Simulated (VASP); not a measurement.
# SnTe (rocksalt type) (Fm-3m) in VASP: a series of runs

The runs below take SnTe (rocksalt type) through single point, with PBE.

Everything below comes from runs of VASP 6.6.1. Logs are shortened: lines on timing, memory, paths and dates and some standing lists are left out, and cuts for length are marked.

### Step 1. The cell of the first run

The structure is cubic, space group Fm-3m (No. 225). Conventional cell: a = 6.094 Å, b = 6.094 Å, c = 6.094 Å, α = 90.00°, β = 90.00°, γ = 90.00°. Sn (site symmetry m-3m) has 6 Te at 3.05 Å within 4.0 Å. Within 4.0 Å of Te (site symmetry m-3m) lie 6 Sn at 3.05 Å.

### Step 2. Single point, PBE (volume scaled by 0.86, to set the pressure)

File INCAR:

```
SYSTEM = SnTe
PREC = Accurate
ENCUT = 520
EDIFF = 1E-6
ISMEAR = -1
SIGMA = 0.1
LREAL = .FALSE.
LASPH = .TRUE.
NELM = 100
ALGO = Normal
ISIF = 2
LWAVE = .FALSE.
LCHARG = .FALSE.
GGA = PE
NBANDS = 17
```

File KPOINTS:

```
regular mesh
0
G
  12 12 12
  0 0 0
```

File POSCAR:

```
SnTe
1.0
    0.0000000000      3.0469623222      3.0469623222
    3.0469623222      0.0000000000      3.0469623222
    3.0469623222      3.0469623222      0.0000000000
Sn Te
1 1
Direct
    0.0000000000      0.0000000000      0.0000000000
    0.5000000000      0.5000000000      0.5000000000
```

Potentials or basis: VASP PAW PBE potentials, release 64 (Sn_d, Te).

Launch:

```
$ cat potpaw_PBE.64/Sn_d/POTCAR potpaw_PBE.64/Te/POTCAR > POTCAR
$ mpirun -np 1 vasp_std > vasp.out
```

OUTCAR:

```text
SYSTEM = SnTe
   PREC = Accurate
   ENCUT = 520
   EDIFF = 1E-6
   ISMEAR = -1
   LREAL = .FALSE.
   LASPH = .TRUE.
   NELM = 100
   ISIF = 2
   GGA = PE

 ion  position               nearest neighbor table
   1  0.000  0.000  0.000-   2 3.05   2 3.05   2 3.05   2 3.05   2 3.05   2 3.05
   2  0.500  0.500  0.500-   1 3.05   1 3.05   1 3.05   1 3.05   1 3.05   1 3.05

  LATTYP: Found a face centered cubic cell.
 ALAT       =     6.0939246444

  Lattice vectors:

 A1 = (   0.0000000000,   3.0469623222,   3.0469623222)
 A2 = (   3.0469623222,   0.0000000000,   3.0469623222)
 A3 = (   3.0469623222,   3.0469623222,   0.0000000000)

Analysis of symmetry for initial positions (statically):
=====================================================================
 Subroutine PRICEL returns:
 Original cell was already a primitive cell.

 Routine SETGRP: Setting up the symmetry group for a
 face centered cubic supercell.

 Subroutine GETGRP returns: Found 48 space group operations
[... 9 lines left out ...]

 Routine SETGRP: Setting up the symmetry group for a
 face centered cubic supercell.

 Subroutine GETGRP returns: Found 48 space group operations
[... 11 lines left out ...]
                                     Primitive cell

  volume of cell :      56.5759

  direct lattice vectors                    reciprocal lattice vectors
     0.000000000  3.046962322  3.046962322    -0.164097861  0.164097861  0.164097861
     3.046962322  0.000000000  3.046962322     0.164097861 -0.164097861  0.164097861
     3.046962322  3.046962322  0.000000000     0.164097861  0.164097861 -0.164097861

  length of vectors
     4.309055440  4.309055440  4.309055440     0.284225833  0.284225833  0.284225833

  position of ions in fractional coordinates (direct lattice)
     0.000000000  0.000000000  0.000000000
     0.500000000  0.500000000  0.500000000

  ion indices of the primitive-cell ions
   primitive index   ion index
                 1           1
                 2           2

----------------------------------------------------------------------------------------

 KPOINTS: regular mesh

Automatic generation of k-mesh.
 Grid dimensions read from file:
 generate k-points for:   12   12   12

 Generating k-lattice:

  Cartesian coordinates                     Fractional coordinates (reciprocal lattice)
    -0.013674822  0.013674822  0.013674822     0.083333333  0.000000000  0.000000000
     0.013674822 -0.013674822  0.013674822     0.000000000  0.083333333  0.000000000
     0.013674822  0.013674822 -0.013674822     0.000000000  0.000000000  0.083333333

  Length of vectors
     0.023685486  0.023685486  0.023685486

  Shift w.r.t. Gamma in fractional coordinates (k-lattice)
     0.000000000  0.000000000  0.000000000

 Subroutine IBZKPT returns following result:
 ===========================================

 Found     72 irreducible k-points:

 Following reciprocal coordinates:
            Coordinates               Weight
  0.000000  0.000000  0.000000      1.000000
  0.083333  0.000000  0.000000      8.000000
  0.166667  0.000000  0.000000      8.000000
  0.250000  0.000000  0.000000      8.000000
  0.333333  0.000000  0.000000      8.000000
  0.416667  0.000000  0.000000      8.000000
[... 16 lines left out ...]
  0.500000  0.166667  0.000000     24.000000
 -0.416667  0.166667  0.000000     24.000000
 [... further k-points ...]
   k-points           NKPTS =     72   k-points in BZ     NKDIM =     72   number of bands    NBANDS=     17
   number of dos      NEDOS =    301   number of ions     NIONS =      2
   total plane-waves  NPLWV =  32768
   dimension x,y,z NGX =    32 NGY =   32 NGZ =   32
   dimension x,y,z NGXF=    64 NGYF=   64 NGZF=   64
   ions per type =               1   1
   NGX,Y,Z   is equivalent  to a cutoff of  12.35, 12.35, 12.35 a.u.
   NGXF,Y,Z  is equivalent  to a cutoff of  24.69, 24.69, 24.69 a.u.
 SYSTEM =  SnTe
   PREC   = accura    normal or accurate (medium, high low for compatibility)
   ISTART =      0    job   : 0-new  1-cont  2-samecut
   ICHARG =      2    charge: 1-file 2-atom 10-const
   ISPIN  =      1    spin polarized calculation?
   LNONCOLLINEAR =      F non collinear calculations
   LSORBIT =      F    spin-orbit coupling
   LASPH  =      T    aspherical Exc in radial PAW
   ENCUT  =  520.0 eV  38.22 Ry    6.18 a.u.   8.01  8.01  8.01*2*pi/ulx,y,z
   NELM   =    100;   NELMIN=  2; NELMDL= -5     # of ELM steps
   EDIFF  = 0.1E-05   stopping-criterion for ELM
   LREAL  =      F    real-space projection
   EDIFFG = 0.1E-04   stopping-criterion for IOM
   NSW    =      0    number of steps for IOM
   IBRION =     -1    ionic relax: 0-MD 1-quasi-New 2-CG
   NFREE  =      0    steps in history (QN), initial steepest desc. (CG)
   ISIF   =      2    stress and relaxation
   ISYM   =      2    0-nonsym 1-usesym 2-fastsym
   POTIM  = 0.5000    time-step for ionic-motion
   TEBEG  =    0.0;   TEEND  =   0.0 temperature during run
   PSTRESS=    0.0 pullay stress
   NELECT =      20.0000    total number of electrons
   NUPDOWN=      -1.0000    fix difference up-down
   EMIN   =  10.00;   EMAX   =-10.00  energy-range for DOS
   EFERMI =   0.00;   METHOD = LEGACY
   ISMEAR =    -1;   SIGMA  =   0.10  broadening in eV -4-tet -1-fermi 0-gaus
   EFERMI_NEDOS =   21; number of points for ismear=-14 and -15
   IALGO  =     38    algorithm
   IMIX   =      4    mixing-type and parameters
     AMIX     =   0.40;   BMIX     =  1.00
     AMIX_MAG =   1.60;   BMIX_MAG =  1.00
  volume/ion in A,a.u.               =      28.29       190.90
  Fermi-wavevector in a.u.,A,eV,Ry     =   1.157554  2.187459 18.230857  1.339930
  Thomas-Fermi vector in A             =   2.294164
   LORBIT       =      0    0 simple, 1 ext, 2 COOP (PROOUT), +10 PAW based schemes
   GGA     = PE    functional components
   LHFCALC =     F    Hartree Fock is set to
   AEXX    =    0.0000 exact exchange contribution
   IVDW    =     0    specifies the selected vdW correction
   LEPSILON=     F    determine dielectric tensor
   LRPA    =     F    only Hartree local field effects (RPA)
 non-spin polarized calculation
  energy-cutoff  :      520.00
  volume of cell :       56.58
 maximum number of plane-waves:      1546
   NGX = 17   NGY = 17   NGZ = 17

 number of electron      19.9999992 magnetization

 Free energy of the ion-electron system (eV)
  ---------------------------------------------------
  ext. energy  EPLUGINS =         0.00000000
  ---------------------------------------------------
  free energy    TOTEN  =        -7.35133880 eV

  energy without entropy =       -7.34376236  energy(sigma->0) =       -7.34755058

 E-fermi :   8.2941     XC(G=0):  -9.9528

 val. band max:        8.2285264708   @ k =   0.5000   0.0000   0.0000
 cond. band min:       8.4794363044   @ k =   0.5000   0.0000   0.0000
 fundamental gap:      0.2509098336
 Fermi energy:         8.2940826110

 k-point     1 :       0.0000    0.0000    0.0000
  band No.  band energies     occupation
      1     -13.6827      2.00000
      2     -13.6827      2.00000
      3     -13.6704      2.00000
      4     -13.6704      2.00000
      5     -13.6704      2.00000
      6      -5.3189      2.00000
[... 9 lines left out ...]
     16      12.8405      0.00000
     17      14.8091      0.00000

 k-point     2 :       0.0833    0.0000    0.0000
  band No.  band energies     occupation
      1     -13.6832      2.00000
      2     -13.6832      2.00000
      3     -13.6703      2.00000
      4     -13.6698      2.00000
      5     -13.6698      2.00000
      6      -5.2507      2.00000
[... 9 lines left out ...]
     16      13.0048      0.00000
     17      15.4018      0.00000

 k-point     3 :       0.1667    0.0000    0.0000
  band No.  band energies     occupation
      1     -13.6847      2.00000
      2     -13.6847      2.00000
      3     -13.6699      2.00000
      4     -13.6681      2.00000
      5     -13.6681      2.00000
      6      -5.0502      2.00000
[... 9 lines left out ...]
     16      13.4500      0.00000
     17      16.7605      0.00000

 k-point     4 :       0.2500    0.0000    0.0000
  band No.  band energies     occupation
      1     -13.6869      2.00000
      2     -13.6869      2.00000
      3     -13.6694      2.00000
      4     -13.6654      2.00000
      5     -13.6654      2.00000
      6      -4.7319      2.00000
[... 9 lines left out ...]
     16      14.1514      0.00000
     17      18.4516      0.00000

 k-point     5 :       0.3333    0.0000    0.0000
  band No.  band energies     occupation
      1     -13.6893      2.00000
      2     -13.6893      2.00000
      3     -13.6689      2.00000
      4     -13.6627      2.00000
      5     -13.6627      2.00000
      6      -4.3326      2.00000
[... 9 lines left out ...]
     16      15.0849      0.00000
     17      19.6697      0.00000

 k-point     6 :       0.4167    0.0000    0.0000
  band No.  band energies     occupation
      1     -13.6910      2.00000
      2     -13.6910      2.00000
      3     -13.6686      2.00000
      4     -13.6606      2.00000
      5     -13.6606      2.00000
      6      -3.9446      2.00000
[... 9 lines left out ...]
     16      16.2133      0.00000
     17      18.5247      0.00000

 k-point     7 :       0.5000    0.0000    0.0000
  band No.  band energies     occupation
      1     -13.6917      2.00000
      2     -13.6917      2.00000
      3     -13.6685      2.00000
      4     -13.6598      2.00000
      5     -13.6598      2.00000
      6      -3.7645      2.00000
[... 9 lines left out ...]
     16      17.2168      0.00000
     17      17.4494      0.00000

 k-point     8 :       0.0833    0.0833    0.0000
  band No.  band energies     occupation
      1     -13.6845      2.00000
      2     -13.6823      2.00000
      3     -13.6708      2.00000
      4     -13.6693      2.00000
      5     -13.6693      2.00000
      6      -5.2280      2.00000
[... 9 lines left out ...]
     16      13.3120      0.00000
     17      15.2817      0.00000
[... 203 lines left out ...]
      1     -13.6894      2.00000
      2     -13.6809      2.00000
      3     -13.6720      2.00000
      4     -13.6664      2.00000
      5     -13.6664      2.00000
      6      -4.9608      2.00000
[... 9 lines left out ...]
     16      14.4349      0.00000
     17      15.5338      0.00000

 k-point    20 :       0.2500    0.1667    0.0000
  band No.  band energies     occupation
      1     -13.6926      2.00000
      2     -13.6810      2.00000
      3     -13.6722      2.00000
      4     -13.6645      2.00000
      5     -13.6641      2.00000
      6      -4.7260      2.00000
[... 9 lines left out ...]
     16      15.1302      0.00000
     17      16.2699      0.00000

 k-point    21 :       0.3333    0.1667    0.0000
  band No.  band energies     occupation
      1     -13.6952      2.00000
      2     -13.6825      2.00000
      3     -13.6714      2.00000
      4     -13.6628      2.00000
      5     -13.6614      2.00000
      6      -4.3896      2.00000
[... 9 lines left out ...]
     16      16.0075      0.00000
     17      17.6402      0.00000

 k-point    22 :       0.4167    0.1667    0.0000
  band No.  band energies     occupation
      1     -13.6966      2.00000
      2     -13.6849      2.00000
      3     -13.6698      2.00000
      4     -13.6617      2.00000
      5     -13.6593      2.00000
      6      -4.0040      2.00000
[... 9 lines left out ...]
     16      17.0681      0.00000
     17      18.2685      0.00000

 k-point    23 :       0.5000    0.1667    0.0000
  band No.  band energies     occupation
      1     -13.6966      2.00000
      2     -13.6873      2.00000
      3     -13.6680      2.00000
      4     -13.6613      2.00000
      5     -13.6586      2.00000
      6      -3.6884      2.00000
[... 9 lines left out ...]
     16      17.3001      0.00000
     17      18.0224      0.00000

 k-point    24 :      -0.4167    0.1667    0.0000
  band No.  band energies     occupation
      1     -13.6950      2.00000
      2     -13.6892      2.00000
      3     -13.6668      2.00000
      4     -13.6614      2.00000
      5     -13.6593      2.00000
      6      -3.6327      2.00000
[... 9 lines left out ...]
     16      16.0491      0.00000
     17      19.0203      0.00000

 [... further k-points ...]
[... 5 lines left out ...]
  --------------------------------------------------------------------------------------
  -------------------------------------------------------------------------------------
  Total        3.0088053      3.0088053      3.0088053      0.0000000     -0.0000000     -0.0000000
  in kB       85.2066369     85.2066369     85.2066369      0.0000000     -0.0000000     -0.0000000
  external PRESSURE =      85.2066369 kB  Pullay stress =       0.0000000 kB

 VOLUME and BASIS-vectors are now :
 -----------------------------------------------------------------------------
  energy-cutoff  :      520.00
  volume of cell :       56.58
      direct lattice vectors                 reciprocal lattice vectors
     0.000000000  3.046962322  3.046962322    -0.164097861  0.164097861  0.164097861
     3.046962322  0.000000000  3.046962322     0.164097861 -0.164097861  0.164097861
     3.046962322  3.046962322  0.000000000     0.164097861  0.164097861 -0.164097861

 POSITION                                       TOTAL-FORCE (eV/Angst)
 -----------------------------------------------------------------------------------
      0.00000      0.00000      0.00000        -0.000000     -0.000000     -0.000000
      3.04696      3.04696      3.04696         0.000000      0.000000      0.000000
 -----------------------------------------------------------------------------------
    total drift:                                0.000000     -0.000000     -0.000000

  FREE ENERGIE OF THE ION-ELECTRON SYSTEM (eV)
  ---------------------------------------------------
  free  energy   TOTEN  =        -7.3513387951 eV

  energy  without entropy=       -7.3437623596  energy(sigma->0) =       -7.34755058
```

Run time: 96 s. Hardware: 1 thread of AMD EPYC 7R13, shared host; peak memory 0.19 GiB.

What came out:

```
Free energy            : -7.3513 eV
Pressure               : 8.5 GPa
Band gap on the k mesh : 0.25 eV, direct
```

Caveat: the cell differs from its parent crystal (volume scaled by 0.86, to set the pressure); spin-orbit coupling is left out, which moves the levels of the heavy elements. A k mesh can miss the band edges.

### Step 3. Single point, PBE

File INCAR:

```
PREC     = Accurate       # precision mode
ENCUT    = 520            # plane-wave cutoff, eV
EDIFF    = 1E-6           # SCF threshold, eV
ISMEAR   = -1             # smearing method
SIGMA    = 0.1            # smearing width, eV
LREAL    = F              # projectors in reciprocal space
LASPH    = T              # aspherical terms in the spheres
NELM     = 100            # most SCF steps
ALGO     = Normal         # electronic algorithm
ISIF     = 2              # what is computed and relaxed
LWAVE    = F              # write WAVECAR
LCHARG   = T              # write CHGCAR
GGA      = PE             # functional
LELF     = T              # ELF
LVHAR    = T            
NBANDS   = 17             # bands
```

File KPOINTS:

```
Automatic mesh
0
Gamma
  12 12 12
```

File POSCAR:

```
SnTe
1.0
    0.0000000000      3.0473741797      3.0473741797
    3.0473741797      0.0000000000      3.0473741797
    3.0473741797      3.0473741797      0.0000000000
Sn Te
1 1
Direct
    0.0000000000      0.0000000000      0.0000000000
    0.5000000000      0.5000000000      0.5000000000
```

Potentials or basis: VASP PAW PBE potentials, release 64 (Sn_d, Te).

Launch:

```
$ cat potpaw_PBE.64/Sn_d/POTCAR potpaw_PBE.64/Te/POTCAR > POTCAR
$ mpirun -np 1 vasp_std > vasp.out
```

Run time: 1.7 min. Hardware: 1 thread of AMD EPYC 7R13, shared host; peak memory 0.19 GiB.

It converged, with:

```yaml
Free_energy: -7.3526 eV
Pressure: 8.5 GPa
Band_gap_on_the_k_mesh: 0.25 eV, direct
```

Levels at points of the mesh, in eV from the valence-band top:
```csv
k point,band 7,band 8,band 9,band 10,band 11,band 12,band 13,band 14
"(0.00, 0.00, 0.00)",-4.18,-2.37,-2.37,-2.37,3.62,3.62,3.62,4.61
"(0.50, 0.00, 0.00)",-8.87,-2.01,-2.01,0.00,0.25,0.25,0.42,8.11
"(0.50, 0.50, 0.00)",-6.50,-6.28,-4.20,-4.20,1.81,5.50,5.50,7.24
```

Caveat: spin-orbit coupling is left out, which moves the levels of the heavy elements.

### Step 4. Single point, PBE

File INCAR:

```
SYSTEM = SnTe
ALGO = Normal
EDIFF = 1E-7
ENCUT = 520
GGA = PE
ISIF = 2
ISMEAR = -1
LASPH = .TRUE.
LCHARG = .FALSE.
LREAL = .FALSE.
LWAVE = .FALSE.
NBANDS = 17
NELM = 100
PREC = Accurate
SIGMA = 0.1
```

File KPOINTS:

```
k-points
0
G
  12 12 12
  0 0 0
```

POSCAR is that of step 3.

Launch:

```
$ cat potpaw_PBE.64/Sn_d/POTCAR potpaw_PBE.64/Te/POTCAR > POTCAR
$ mpirun -np 1 vasp_std > vasp.out
```

Run time: 1.9 min. Hardware: 1 thread of AMD EPYC 7R13, shared host; peak memory 0.19 GiB.

It converged, with:

| Property | Result |
| --- | --- |
| Free energy | -7.3526 eV |
| Pressure | 8.5 GPa |
| Band gap on the k mesh | 0.25 eV, direct |

Levels at points of the mesh, in eV from the valence-band top:
```tsv
k point	band 8	band 9	band 10	band 11	band 12	band 13
(0.00, 0.00, 0.00)	-2.37	-2.37	-2.37	3.62	3.62	3.62
(0.50, 0.00, 0.00)	-2.01	-2.01	0.00	0.25	0.25	0.42
(0.50, 0.50, 0.00)	-6.28	-4.20	-4.20	1.81	5.50	5.50
```

Caveat: spin-orbit coupling is left out, which moves the levels of the heavy elements.

### Step 5. Single point, PBE

This run uses another cell than the first one, of 32.89 Å³/atom, 1.163 times its volume.

File INCAR:

```
SYSTEM = SnTe
PREC = Accurate ; ENCUT = 520
EDIFF = 1E-6 ; ISMEAR = -1
SIGMA = 0.1 ; LREAL = .FALSE.
LASPH = .TRUE. ; NELM = 80
ALGO = Normal ; ISIF = 2
LWAVE = .FALSE. ; LCHARG = .FALSE.
GGA = PE ; NBANDS = 17
```

File KPOINTS:

```
regular mesh
0
G
  12 12 12
  0 0 0
```

File POSCAR:

```
SnTe
1.0
    0.0000000000      3.2040621639      3.2040621639
    3.2040621639      0.0000000000      3.2040621639
    3.2040621639      3.2040621639      0.0000000000
Sn Te
1 1
Direct
    0.0000000000      0.0000000000      0.0000000000
    0.5000000000      0.5000000000      0.5000000000
```

Launch:

```
$ cat potpaw_PBE.64/Sn_d/POTCAR potpaw_PBE.64/Te/POTCAR > POTCAR
$ mpirun -np 1 vasp_std > vasp.out
```

It took 2 min on 1 thread of AMD EPYC 7R13, shared host; peak memory 0.23 GiB.

The run converged. Its results:

```yaml
Free_energy: -7.5664 eV
Pressure: 0.0 GPa
```

Levels at points of the mesh, in eV from the Fermi level:
```csv
k point,band 7,band 8,band 9,band 10,band 11,band 12,band 13,band 14
"(0.00, 0.00, 0.00)",-4.85,-1.99,-1.99,-1.99,3.26,3.26,3.26,4.86
"(0.50, 0.00, 0.00)",-8.06,-1.67,-1.67,0.01,0.06,0.46,0.46,7.68
"(0.50, 0.50, 0.00)",-6.42,-5.21,-3.49,-3.49,2.39,4.70,4.70,6.03
```

Caveat: spin-orbit coupling is left out, which moves the levels of the heavy elements.

### Step 6. Summary

```tsv
cell	gap on the mesh (eV)	pressure (GPa)
a = 4.309 Å, angles 60.0°, 2 atoms	0.25	8.5
a = 4.310 Å, angles 60.0°, 2 atoms	0.25	8.5
a = 4.531 Å, angles 60.0°, 2 atoms	-	0.0
```

Alike in all rows: task single point; level PBE; potentials or basis VASP PAW PBE potentials, release 64 (Sn_d, Te); no spin polarisation; k mesh 12 × 12 × 12; cutoff (eV) 520; smearing fermi-dirac 0.1 eV.

Caveats: spin-orbit coupling is left out, which moves the levels of the heavy elements.

Absolute energies hang on the potentials; compare differences alone.
